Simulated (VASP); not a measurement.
# C (Im-3m) in VASP: a series of runs

C is run at these levels: PBE; tasks: single point, relaxation of cell and atoms.

Everything below comes from runs of VASP 6.6.1. Logs are shortened: lines on timing, memory, paths and dates and some standing lists are left out, and cuts for length are marked.

## 1. The cell of the first run

It takes space group Im-3m (No. 229, cubic). The conventional cell has a = 2.436 Å, b = 2.436 Å, c = 2.436 Å, α = 90.00°, β = 90.00°, γ = 90.00°. C (site symmetry m-3m) has 14 C at 2.11 to 2.44 Å within 2.8 Å.

## 2. Single point, PBE (volume scaled by 1.08)

Input file INCAR:

```
SYSTEM = C
PREC     = Accurate       ! precision mode
ENCUT    = 520            ! plane-wave cutoff, eV
EDIFF    = 1E-6           ! SCF threshold, eV
ISMEAR   = -1             ! smearing method
SIGMA    = 0.1            ! smearing width, eV
LREAL    = .FALSE.        ! projectors in reciprocal space
LASPH    = .TRUE.         ! aspherical terms in the spheres
NELM     = 60             ! most SCF steps
ALGO     = Normal         ! electronic algorithm
ISIF     = 2              ! what is computed and relaxed
LWAVE    = .FALSE.        ! write WAVECAR
LCHARG   = .FALSE.        ! write CHGCAR
GGA      = PE             ! functional
NBANDS   = 8              ! bands
```

Input file KPOINTS:

```
regular mesh
0
G
  21 21 21
  0 0 0
```

Input file POSCAR:

```
C
1.0
   -1.2180275740      1.2180275740      1.2180275740
    1.2180275740     -1.2180275740      1.2180275740
    1.2180275740      1.2180275740     -1.2180275740
C
1
Direct
    0.0000000000      0.0000000000      0.0000000000
```

Potentials or basis: VASP PAW PBE potentials, release 64 (C).

Launch:

```sh
$ cat potpaw_PBE.64/C/POTCAR > POTCAR
$ mpirun -np 1 vasp_std > vasp.out
```

OUTCAR:

```text
SYSTEM = C
   PREC = Accurate
   ENCUT = 520
   EDIFF = 1E-6
   ISMEAR = -1
   LREAL = .FALSE.
   LASPH = .TRUE.
   NELM = 60
   ISIF = 2
   GGA = PE

 ion  position               nearest neighbor table
   1  0.000  0.000  0.000-

  LATTYP: Found a body centered cubic cell.
 ALAT       =     2.4360551480

  Lattice vectors:

 A1 = (  -1.2180275740,   1.2180275740,   1.2180275740)
 A2 = (   1.2180275740,  -1.2180275740,   1.2180275740)
 A3 = (   1.2180275740,   1.2180275740,  -1.2180275740)

Analysis of symmetry for initial positions (statically):
=====================================================================
 Subroutine PRICEL returns:
 Original cell was already a primitive cell.

 Routine SETGRP: Setting up the symmetry group for a
 body centered cubic supercell.

 Subroutine GETGRP returns: Found 48 space group operations
 (whereof 48 operations were pure point group operations)
 out of a pool of 48 trial point group operations.

The static configuration has the point symmetry O_h .

Analysis of symmetry for dynamics (positions and initial velocities):
=====================================================================
 Subroutine PRICEL returns:
 Original cell was already a primitive cell.

 Routine SETGRP: Setting up the symmetry group for a
 body centered cubic supercell.

 Subroutine GETGRP returns: Found 48 space group operations
 (whereof 48 operations were pure point group operations)
 out of a pool of 48 trial point group operations.

The dynamic configuration has the point symmetry O_h .

 Subroutine INISYM returns: Found 48 space group operations
 (whereof 48 operations are pure point group operations),
 and found     1 'primitive' translations

----------------------------------------------------------------------------------------

                                     Primitive cell

  volume of cell :       7.2282

  direct lattice vectors                    reciprocal lattice vectors
    -1.218027574  1.218027574  1.218027574     0.000000000  0.410499738  0.410499738
     1.218027574 -1.218027574  1.218027574     0.410499738  0.000000000  0.410499738
     1.218027574  1.218027574 -1.218027574     0.410499738  0.410499738  0.000000000

  length of vectors
     2.109685643  2.109685643  2.109685643     0.580534297  0.580534297  0.580534297

  position of ions in fractional coordinates (direct lattice)
     0.000000000  0.000000000  0.000000000

  ion indices of the primitive-cell ions
   primitive index   ion index
                 1           1

----------------------------------------------------------------------------------------

 KPOINTS: regular mesh

Automatic generation of k-mesh.
 Grid dimensions read from file:
 generate k-points for:   21   21   21

 Generating k-lattice:

  Cartesian coordinates                     Fractional coordinates (reciprocal lattice)
     0.000000000  0.019547607  0.019547607     0.047619048  0.000000000  0.000000000
     0.019547607  0.000000000  0.019547607     0.000000000  0.047619048  0.000000000
     0.019547607  0.019547607  0.000000000     0.000000000  0.000000000  0.047619048

  Length of vectors
     0.027644490  0.027644490  0.027644490

  Shift w.r.t. Gamma in fractional coordinates (k-lattice)
     0.000000000  0.000000000  0.000000000

 Subroutine IBZKPT returns following result:
 ===========================================

 Found    286 irreducible k-points:

 Following reciprocal coordinates:
            Coordinates               Weight
  0.000000  0.000000  0.000000      1.000000
  0.047619  0.000000  0.000000     12.000000
  0.095238  0.000000  0.000000     12.000000
  0.142857  0.000000  0.000000     12.000000
  0.190476  0.000000  0.000000     12.000000
  0.238095  0.000000  0.000000     12.000000
[... 16 lines left out ...]
  0.142857  0.095238  0.000000     48.000000
  0.190476  0.095238  0.000000     48.000000
 [... further k-points ...]
   k-points           NKPTS =    286   k-points in BZ     NKDIM =    286   number of bands    NBANDS=      8
   number of dos      NEDOS =    301   number of ions     NIONS =      1
   total plane-waves  NPLWV =   4096
   dimension x,y,z NGX =    16 NGY =   16 NGZ =   16
   dimension x,y,z NGXF=    32 NGYF=   32 NGZF=   32
   ions per type =               1
   NGX,Y,Z   is equivalent  to a cutoff of  12.61, 12.61, 12.61 a.u.
   NGXF,Y,Z  is equivalent  to a cutoff of  25.22, 25.22, 25.22 a.u.
 SYSTEM =  C
   PREC   = accura    normal or accurate (medium, high low for compatibility)
   ISTART =      0    job   : 0-new  1-cont  2-samecut
   ICHARG =      2    charge: 1-file 2-atom 10-const
   ISPIN  =      1    spin polarized calculation?
   LNONCOLLINEAR =      F non collinear calculations
   LSORBIT =      F    spin-orbit coupling
   LASPH  =      T    aspherical Exc in radial PAW
   ENCUT  =  520.0 eV  38.22 Ry    6.18 a.u.   3.92  3.92  3.92*2*pi/ulx,y,z
   NELM   =     60;   NELMIN=  2; NELMDL= -5     # of ELM steps
   EDIFF  = 0.1E-05   stopping-criterion for ELM
   LREAL  =      F    real-space projection
   EDIFFG = 0.1E-04   stopping-criterion for IOM
   NSW    =      0    number of steps for IOM
   IBRION =     -1    ionic relax: 0-MD 1-quasi-New 2-CG
   NFREE  =      0    steps in history (QN), initial steepest desc. (CG)
   ISIF   =      2    stress and relaxation
   ISYM   =      2    0-nonsym 1-usesym 2-fastsym
   POTIM  = 0.5000    time-step for ionic-motion
   TEBEG  =    0.0;   TEEND  =   0.0 temperature during run
   PSTRESS=    0.0 pullay stress
   NELECT =       4.0000    total number of electrons
   NUPDOWN=      -1.0000    fix difference up-down
   EMIN   =  10.00;   EMAX   =-10.00  energy-range for DOS
   EFERMI =   0.00;   METHOD = LEGACY
   ISMEAR =    -1;   SIGMA  =   0.10  broadening in eV -4-tet -1-fermi 0-gaus
   EFERMI_NEDOS =   21; number of points for ismear=-14 and -15
   IALGO  =     38    algorithm
   IMIX   =      4    mixing-type and parameters
     AMIX     =   0.40;   BMIX     =  1.00
     AMIX_MAG =   1.60;   BMIX_MAG =  1.00
  volume/ion in A,a.u.               =       7.23        48.78
  Fermi-wavevector in a.u.,A,eV,Ry     =   1.344057  2.539900 24.578781  1.806489
  Thomas-Fermi vector in A             =   2.472081
   LORBIT       =      0    0 simple, 1 ext, 2 COOP (PROOUT), +10 PAW based schemes
   GGA     = PE    functional components
   LHFCALC =     F    Hartree Fock is set to
   AEXX    =    0.0000 exact exchange contribution
   IVDW    =     0    specifies the selected vdW correction
   LEPSILON=     F    determine dielectric tensor
   LRPA    =     F    only Hartree local field effects (RPA)
 non-spin polarized calculation
  energy-cutoff  :      520.00
  volume of cell :        7.23
 maximum number of plane-waves:       206
   NGX =  7   NGY =  7   NGZ =  7

 number of electron       4.0000000 magnetization

 Free energy of the ion-electron system (eV)
  ---------------------------------------------------
  ext. energy  EPLUGINS =         0.00000000
  ---------------------------------------------------
  free energy    TOTEN  =        -4.85847804 eV

  energy without entropy =       -4.84506595  energy(sigma->0) =       -4.85177200

 E-fermi :   7.4355     XC(G=0): -12.7424

 val. band max:        7.4325608375   @ k =   0.2857   0.1905   0.1905
 cond. band min:       7.4442502719   @ k =  -0.3333   0.3810   0.2857
 fundamental gap:      0.0116894344
 Fermi energy:         7.4355148739

 k-point     1 :       0.0000    0.0000    0.0000
  band No.  band energies     occupation
      1     -11.1383      2.00000
      2      15.8085      0.00000
      3      15.8085      0.00000
      4      15.8085      0.00000
      5      39.4643      0.00000
      6      39.4643      0.00000
      7      39.4643      0.00000
      8      40.1074      0.00000

 k-point     2 :       0.0476    0.0000    0.0000
  band No.  band energies     occupation
      1     -11.0419      2.00000
      2      15.5748      0.00000
      3      15.6800      0.00000
      4      15.7832      0.00000
      5      38.7475      0.00000
      6      38.7491      0.00000
      7      39.7962      0.00000
      8      40.1335      0.00000

 k-point     3 :       0.0952    0.0000    0.0000
  band No.  band energies     occupation
      1     -10.7529      2.00000
      2      14.8796      0.00000
      3      15.3204      0.00000
      4      15.7092      0.00000
      5      36.6782      0.00000
      6      37.2835      0.00000
      7      40.2049      0.00000
      8      40.7657      0.00000

 k-point     4 :       0.1429    0.0000    0.0000
  band No.  band energies     occupation
      1     -10.2721      2.00000
      2      13.7490      0.00000
      3      14.7937      0.00000
      4      15.5909      0.00000
      5      34.4536      0.00000
      6      35.7155      0.00000
      7      40.2777      0.00000
      8      41.0863      0.00000

 k-point     5 :       0.1905    0.0000    0.0000
  band No.  band energies     occupation
      1      -9.6008      2.00000
      2      12.2380      0.00000
      3      14.1759      0.00000
      4      15.4361      0.00000
      5      32.5666      0.00000
      6      34.2527      0.00000
      7      40.3465      0.00000
      8      40.6878      0.00000

 k-point     6 :       0.2381    0.0000    0.0000
  band No.  band energies     occupation
      1      -8.7406      2.00000
      2      10.4306      0.00000
      3      13.5398      0.00000
      4      15.2580      0.00000
      5      31.0828      0.00000
      6      32.9621      0.00000
      7      40.4182      0.00000
      8      40.6162      0.00000

 k-point     7 :       0.2857    0.0000    0.0000
  band No.  band energies     occupation
      1      -7.6946      2.00000
      2       8.4258      0.00010
      3      12.9417      0.00000
      4      15.0727      0.00000
      5      29.9675      0.00000
      6      31.8700      0.00000
      7      40.4921      0.00000
      8      40.8487      0.00000
[... 133 lines left out ...]
 k-point    20 :       0.4286    0.0476    0.0000
  band No.  band energies     occupation
      1      -2.5793      2.00000
      2       1.1746      2.00000
      3      11.4318      0.00000
      4      14.3983      0.00000
      5      28.3473      0.00000
      6      29.9652      0.00000
      7      40.4044      0.00000
      8      42.9982      0.00000

 k-point    21 :       0.4762    0.0476    0.0000
  band No.  band energies     occupation
      1      -0.9458      2.00000
      2      -0.5899      2.00000
      3      11.3578      0.00000
      4      14.3674      0.00000
      5      28.2691      0.00000
      6      29.8627      0.00000
      7      40.4345      0.00000
      8      43.2133      0.00000

 k-point    22 :       0.0952    0.0952    0.0000
  band No.  band energies     occupation
      1      -9.9842      2.00000
      2      13.2682      0.00000
      3      14.5324      0.00000
      4      15.2680      0.00000
      5      33.9103      0.00000
      6      34.7803      0.00000
      7      39.9935      0.00000
      8      40.4621      0.00000

 k-point    23 :       0.1429    0.0952    0.0000
  band No.  band energies     occupation
      1      -9.3136      2.00000
      2      12.0075      0.00000
      3      13.7515      0.00000
      4      15.0232      0.00000
      5      32.4708      0.00000
      6      33.6394      0.00000
      7      39.8320      0.00000
      8      40.6313      0.00000

 k-point    24 :       0.1905    0.0952    0.0000
  band No.  band energies     occupation
      1      -8.4548      2.00000
      2      10.4082      0.00000
      3      12.9368      0.00000
      4      14.7818      0.00000
      5      31.2707      0.00000
      6      32.7134      0.00000
      7      39.6151      0.00000
      8      41.0646      0.00000

 [... further k-points ...]

------------------------ aborting loop because EDIFF is reached ----------------------------------------

  FORCE on cell =-STRESS in cart. coord.  units (eV):
  Direction    XX          YY          ZZ          XY          YZ          ZX
  --------------------------------------------------------------------------------------
  -------------------------------------------------------------------------------------
  Total       -0.5457237     -0.5457237     -0.5457237      0.0000000      0.0000000      0.0000000
  in kB     -120.9628597   -120.9628597   -120.9628597      0.0000000      0.0000000      0.0000000
  external PRESSURE =    -120.9628597 kB  Pullay stress =       0.0000000 kB

 VOLUME and BASIS-vectors are now :
 -----------------------------------------------------------------------------
  energy-cutoff  :      520.00
  volume of cell :        7.23
      direct lattice vectors                 reciprocal lattice vectors
    -1.218027574  1.218027574  1.218027574     0.000000000  0.410499738  0.410499738
     1.218027574 -1.218027574  1.218027574     0.410499738  0.000000000  0.410499738
     1.218027574  1.218027574 -1.218027574     0.410499738  0.410499738  0.000000000

 POSITION                                       TOTAL-FORCE (eV/Angst)
 -----------------------------------------------------------------------------------
      0.00000      0.00000      0.00000         0.000000      0.000000      0.000000
 -----------------------------------------------------------------------------------
    total drift:                                0.000000     -0.000000     -0.000000

  FREE ENERGIE OF THE ION-ELECTRON SYSTEM (eV)
  ---------------------------------------------------
  free  energy   TOTEN  =        -4.8584780409 eV

  energy  without entropy=       -4.8450659499  energy(sigma->0) =       -4.85177200
```

It took 4.8 s on 1 thread of Intel Xeon Platinum 8488C (Sapphire Rapids), shared host; peak memory 0.12 GiB.

What came out:

* Free energy: -4.8585 eV
* Pressure: -12.1 GPa
* Band gap on the k mesh: zero (band 2 reaches 15.81 eV, above the bottom of band 3 at 2.89 eV)

Levels at points of the mesh, in eV from the Fermi level:
| k point | band 1 | band 2 | band 3 | band 4 | band 5 |
| --- | --- | --- | --- | --- | --- |
| (0.00, 0.00, 0.00) | -18.57 | 8.37 | 8.37 | 8.37 | 32.03 |

Caveat: the cell differs from its parent crystal (volume scaled by 1.08).

## 3. Single point, PBE (volume scaled by 1.12)

Input file INCAR:

```
ALGO     = Normal         # electronic algorithm
EDIFF    = 1E-7           # SCF threshold, eV
ENCUT    = 520            # plane-wave cutoff, eV
GGA      = PE             # functional
ISIF     = 2              # what is computed and relaxed
ISMEAR   = -1             # smearing method
LASPH    = T              # aspherical terms in the spheres
LCHARG   = F              # write CHGCAR
LREAL    = F              # projectors in reciprocal space
LWAVE    = F              # write WAVECAR
NBANDS   = 8              # bands
NELM     = 60             # most SCF steps
PREC     = Accurate       # precision mode
SIGMA    = 0.1            # smearing width, eV
```

Input file KPOINTS:

```
k-points
0
Gamma
  21 21 21
```

Input file POSCAR:

```
C
1.0
   -1.2328830329      1.2328830329      1.2328830329
    1.2328830329     -1.2328830329      1.2328830329
    1.2328830329      1.2328830329     -1.2328830329
C
1
Direct
    0.0000000000      0.0000000000      0.0000000000
```

Potentials or basis: VASP PAW PBE potentials, release 64 (C).

Launch:

```sh
$ cat potpaw_PBE.64/C/POTCAR > POTCAR
$ mpirun -np 1 vasp_std > vasp.out
```

Run time: 5.2 s. Hardware: 1 thread of Intel Xeon Platinum 8488C (Sapphire Rapids), shared host; peak memory 0.11 GiB.

The run converged. Its results:

| Quantity | Value |
| --- | --- |
| Free energy | -4.8350 eV |
| Pressure | -16.1 GPa |
| Band gap on the k mesh | zero (band 2 reaches 15.03 eV, above the bottom of band 3 at 2.65 eV) |

Levels at points of the mesh, in eV from the Fermi level:
```tsv
k point	band 1	band 2	band 3	band 4	band 5	band 6
(0.00, 0.00, 0.00)	-18.11	8.07	8.07	8.07	31.47	31.49
```

Caveat: the cell differs from its parent crystal (volume scaled by 1.12).

## 4. Relaxation of cell and atoms, PBE

This run uses another cell than the first one, of 6.62 Å³/atom, 0.915 times its volume.

Input file INCAR:

```
SYSTEM = C
PREC = Accurate
ENCUT = 600
EDIFF = 1E-6
ISMEAR = -1
SIGMA = 0.1
LREAL = .FALSE.
LASPH = .TRUE.
NELM = 60
ALGO = Normal
ISIF = 3
LWAVE = .FALSE.
LCHARG = .FALSE.
GGA = PE
IBRION = 2
NSW = 80
EDIFFG = -0.01
```

Input file KPOINTS:

```
regular mesh
0
G
  18 18 18
  0 0 0
```

Input file POSCAR:

```
C
1.0
   -1.1826249197      1.1826249197      1.1826249197
    1.1826249197     -1.1826249197      1.1826249197
    1.1826249197      1.1826249197     -1.1826249197
C
1
Direct
    0.0000000000      0.0000000000      0.0000000000
```

Launch:

```sh
$ cat potpaw_PBE.64/C/POTCAR > POTCAR
$ mpirun -np 1 vasp_std > vasp.out
```

It took 4.7 s on 1 thread of Intel Xeon Platinum 8488C (Sapphire Rapids), shared host; peak memory 0.11 GiB.

It converged, with:

| Item | Value |
| --- | --- |
| Free energy | -4.8810 eV |
| Relaxed volume | 6.69 Å³/atom |
| Relaxed cell | a = 2.056 Å, b = 2.056 Å, c = 2.056 Å, α = 109.47°, β = 109.47°, γ = 109.47° |
| Space group after relaxing (to 0.05 Å) | Im-3m (No. 229) |
| Energy gained by relaxing | 0.5 meV/atom |
| Ionic steps | 3 |
| Pressure after relaxing | 0.0 GPa |
| Band gap on the k mesh | zero (band 2 reaches 17.54 eV, above the bottom of band 3 at 3.45 eV) |

Step by step:
| step | energy change (eV) | largest force (eV/Å) | pressure (GPa) | volume (Å³) |
| --- | --- | --- | --- | --- |
| 1 | 0.0000 | 0.0000 | 2.08 | 6.62 |
| 2 | -0.0005 | 0.0000 | -0.26 | 6.70 |
| 3 | -0.0005 | 0.0000 | 0.01 | 6.69 |

Final structure:
```xyz
1
Lattice="-1.1870 1.1870 1.1870 1.1870 -1.1870 1.1870 1.1870 1.1870 -1.1870" Properties=species:S:1:pos:R:3 pbc="T T T"
C     0.0000    0.0000    0.0000
```

Levels at points of the mesh, in eV from the Fermi level:
| k point | band 1 | band 2 | band 3 | band 4 | band 5 | band 6 |
| --- | --- | --- | --- | --- | --- | --- |
| (0.00, 0.00, 0.00) | -19.62 | 9.04 | 9.04 | 9.04 | 33.19 | 33.19 |
| (0.50, 0.00, 0.00) | -8.85 | -8.62 | 4.40 | 7.64 | 21.63 | 22.79 |
| (0.50, 0.50, 0.50) | -1.57 | -1.57 | -1.57 | 0.54 | 11.96 | 11.96 |

## 5. Overview

| task | cell | k mesh | cutoff (eV) | gap on the mesh (eV) | pressure (GPa) |
| --- | --- | --- | --- | --- | --- |
| single point | a = 2.110 Å, angles 109.5°, 1 atom | 21 × 21 × 21 | 520 | none | -12.1 |
| single point | a = 2.135 Å, angles 109.5°, 1 atom | 21 × 21 × 21 | 520 | none | -16.1 |
| relaxation of cell and atoms | relaxed from a = 2.048 Å, angles 109.5°, 1 atom | 18 × 18 × 18 | 600 | none | 0.0 |

Alike in all rows: level PBE; potentials or basis VASP PAW PBE potentials, release 64 (C); no spin polarisation; smearing fermi-dirac 0.1 eV.

Total energies depend on the potentials used, so only differences within one code and one set of settings carry meaning.
